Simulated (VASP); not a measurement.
Input of a VASP 6.6.1 run:

INCAR

```
PREC     = Accurate       # precision mode
ENCUT    = 520            # plane-wave cutoff, eV
EDIFF    = 1E-6           # SCF threshold, eV
ISMEAR   = 0              # smearing method
SIGMA    = 0.15           # smearing width, eV
LREAL    = False          # projectors in reciprocal space
LASPH    = True           # aspherical terms in the spheres
NELM     = 80             # most SCF steps
ALGO     = Fast           # electronic algorithm
ISIF     = 2              # what is computed and relaxed
LWAVE    = False          # write WAVECAR
LCHARG   = False          # write CHGCAR
GGA      = PS             # functional
NBANDS   = 12             # bands
```

Contents of KPOINTS:

```
Automatic mesh
0
Gamma
  22 22 22
```

POSCAR

```
Zn
1.0
   -1.6161081100      1.6161081100      1.5219658900
    1.6161081100     -1.6161081100      1.5219658900
    1.6161081100      1.6161081100     -1.5219658900
Zn
1
Direct
    0.0000000000      0.0000000000      0.0000000000
```

Potentials or basis: VASP PAW PBE potentials, release 64 (Zn).

Run with:

```bash
$ cat potpaw_PBE.64/Zn/POTCAR > POTCAR
$ mpirun -np 1 vasp_std > vasp.out
```

(1) Estimate the band gap on the k mesh.

(2) What does it give for the pressure?

Results:

(1) zero (band 6 reaches 6.43 eV, above the bottom of band 7 at 1.28 eV).

(2) -6.3 GPa.

Caveat: the cell differs from its parent crystal (strain +0.030 along x and y, -0.030 along z); the PAW data sets were made with another functional, which shifts forces and pressure a little.
